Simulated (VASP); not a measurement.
AlPt, 2 atoms in the cell. It takes space group Pm-3m (No. 221, cubic). Conventional cell: a = 3.092 Å, b = 3.092 Å, c = 3.092 Å, α = 90.00°, β = 90.00°, γ = 90.00°. Within 3.5 Å of Pt (site symmetry m-3m) lie 8 Al at 2.68 Å and 6 Pt at 3.09 Å. Within 3.5 Å of Al (site symmetry m-3m) lie 8 Pt at 2.68 Å and 6 Al at 3.09 Å. 

- Program: VASP 6.6.1
- Task: single point
- Functional: PBEsol
- Potentials or basis: VASP PAW PBE potentials, release 64 (Pt, Al)
- Cutoff: 520 eV
- k mesh: 9 × 9 × 9
- Occupations: fermi-dirac, width 0.05 eV
- Spin: no spin polarisation
- Dipole correction: no
- Further INCAR settings: ALGO = Normal; EDIFF = 1e-07; NBANDS = 14

Potentials or basis: VASP PAW PBE potentials, release 64 (Pt, Al).

Launch:

```console
$ cat potpaw_PBE.64/Pt/POTCAR potpaw_PBE.64/Al/POTCAR > POTCAR
$ mpirun -np 1 vasp_std > vasp.out
```

Hardware: 1 thread of AMD EPYC 9R45 96-Core Processor (Zen 5), with other jobs on the host.

**Question.** Estimate the wall time of this run.

**Answer.** Wall time 6.2 s on 1 thread of AMD EPYC 9R45 96-Core Processor (Zen 5) (shared host), peak memory 0.11 GiB. Counts: scf iterations 13, k points 35.
